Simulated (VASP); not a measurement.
Write the native input for VASP 6.6.1 that does the following.

```
Task                    : density of states
Functional              : PBE
Potentials or basis     : VASP PAW PBE potentials, release 64 (Ru_pv, Al)
Cutoff                  : 520 eV
k mesh                  : 14 × 14 × 14
Occupations             : fermi-dirac, width 0.1 eV
Spin                    : no spin polarisation
Dipole correction       : no
k mesh for the DOS      : 21 × 21 × 21
Occupations for the DOS : tetrahedron
Further INCAR settings  : ALGO = Normal; EDIFF = 1e-07; NBANDS = 16
```

Crystal: AlRu (rocksalt type).

```
Ru Al
1.0
     0.00000    2.49284    2.49284
     2.49284    0.00000    2.49284
     2.49284    2.49284    0.00000
Ru Al
1 1
Cartesian
  0.0000 0.0000 0.0000
  2.4928 2.4928 2.4928
```

The input as run:

POSCAR

```
AlRu
1.0
    0.0000000000      2.4928418966      2.4928418966
    2.4928418966      0.0000000000      2.4928418966
    2.4928418966      2.4928418966      0.0000000000
Ru Al
1 1
Direct
    0.0000000000      0.0000000000      0.0000000000
    0.5000000000      0.5000000000      0.5000000000
```

INCAR.step1

```
SYSTEM = AlRu
PREC = Accurate ; ENCUT = 520
EDIFF = 1E-7 ; ISMEAR = -1
SIGMA = 0.1 ; LREAL = .FALSE.
LASPH = .TRUE. ; NELM = 80
ALGO = Normal ; ISIF = 2
LWAVE = .FALSE. ; LCHARG = .TRUE.
LMAXMIX = 4 ; GGA = PE
NBANDS = 16
```

KPOINTS.step1

```
Automatic mesh
0
G
  14 14 14
  0 0 0
```

INCAR.step2

```
SYSTEM = AlRu
PREC = Accurate ; ENCUT = 520
EDIFF = 1E-7 ; ISMEAR = -5
SIGMA = 0.1 ; LREAL = .FALSE.
LASPH = .TRUE. ; NELM = 80
ALGO = Normal ; ISIF = 2
LWAVE = .FALSE. ; LCHARG = .FALSE.
LMAXMIX = 4 ; GGA = PE
LORBIT = 10 ; NBANDS = 16
NEDOS = 2001 ; ICHARG = 11
```

KPOINTS.step2

```
Automatic mesh
0
G
  21 21 21
  0 0 0
```

Potentials or basis: VASP PAW PBE potentials, release 64 (Ru_pv, Al).

Launch:

```sh
$ cat potpaw_PBE.64/Ru_pv/POTCAR potpaw_PBE.64/Al/POTCAR > POTCAR
$ cp INCAR.step1 INCAR
$ cp KPOINTS.step1 KPOINTS
$ mpirun -np 1 vasp_std > vasp.out
$ cp INCAR.step2 INCAR
$ cp KPOINTS.step2 KPOINTS
$ mpirun -np 1 vasp_std > vasp.out
```

It gave:

- Valence electrons inside the program's atomic spheres: Ru 12.78; Al 0.84

It took 2.5 min on 1 thread of Intel(R) Xeon(R) Platinum 8175M CPU @ 2.50GHz (Skylake/Cascade Lake), with other jobs on the host, peak memory 0.26 GiB.
